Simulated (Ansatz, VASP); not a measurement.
## One calculation of TaSi2Ge3, two programs

File INCAR:

```
SYSTEM = TaSi2Ge3
ALGO = Normal
EDIFF = 1E-7
ENCUT = 520
GGA = PE
ISIF = 2
ISMEAR = 0
LASPH = .TRUE.
LCHARG = .FALSE.
LREAL = .FALSE.
LWAVE = .FALSE.
NBANDS = 40
NELM = 80
PREC = Accurate
SIGMA = 0.1
```

The input KPOINTS:

```
k-points
0
G
  6 6 2
  0 0 0
```

File POSCAR:

```
TaSi2Ge3
1.0
    3.9756713900      0.0000000000      0.0000000000
   -1.9878356900      3.4430324200      0.0000000000
    0.0000000000      0.0000000000      8.0658570800
Ta Si Ge
1 2 3
Direct
    0.0000000000      0.0000000000      0.5000000000
    0.3333333300      0.6666666700      0.0000000000
    0.6666666700      0.3333333300      0.0000000000
    0.0000000000      0.0000000000      0.7028454100
    0.0000000000      0.0000000000      0.2971545900
    0.0000000000      0.0000000000      0.0000000000
```

Input for Ansatz:

```yaml
crystal:
  lattice:
    - [3.97567139, 0.0, 0.0]
    - [-1.98783569, 3.44303242, 0.0]
    - [0.0, 0.0, 8.06585708]
  atoms:
    - { symbol: Ta, position: [0.0, 0.0, 0.5] }
    - { symbol: Si, position: [0.33333333, 0.66666667, 0.0] }
    - { symbol: Si, position: [0.66666667, 0.33333333, 0.0] }
    - { symbol: Ge, position: [0.0, 0.0, 0.70284541] }
    - { symbol: Ge, position: [0.0, 0.0, 0.29715459] }
    - { symbol: Ge, position: [0.0, 0.0, 0.0] }
basis:
  ecutwfc: 420
kpoints:
  mp_grid: { grid: [6, 6, 2] }
hamiltonian:
  xc: pbe
scf:
  occupations: { method: gaussian, width: 0.1 }
  lower_state_search: "off"
output:
  forces: true
  stress: true
  eigenvalues: true
```

Alike in both runs: task single point; functional PBE; k mesh 6 × 6 × 2; occupations gaussian, width 0.1 eV; no spin polarisation.

|  | VASP | Ansatz |
| --- | --- | --- |
| version | VASP 6.6.1 | Ansatz 0.2.0 |
| potentials or method | VASP PAW PBE potentials, release 64 (Ta_pv, Si, Ge_d), cutoff 520 eV | scalar-relativistic, plane waves, PAW |
| valence electrons in the cell | 61 | 63 |

Ansatz gave:

* gap on the k mesh at the Fermi level (eV): none
* rms of the force components (eV/Å): 16.581

Task: Which values does VASP return?

Result: gap on the k mesh at the Fermi level (eV): none; rms of the force components (eV/Å): 16.362.

Atom by atom the forces differ by 0.220 eV/Å (rms over components). A gap of «none» marks a metal or a gap that the smearing closes. With one functional, cell and mesh, what is left measures potentials, basis and numerics. VASP's potentials hold 61 valence electrons a cell and Ansatz's 63, so a difference there can come from the potentials and not from the codes.

The k mesh is coarse, so the values compare programs but aren't converged. Spin-orbit coupling is off throughout.
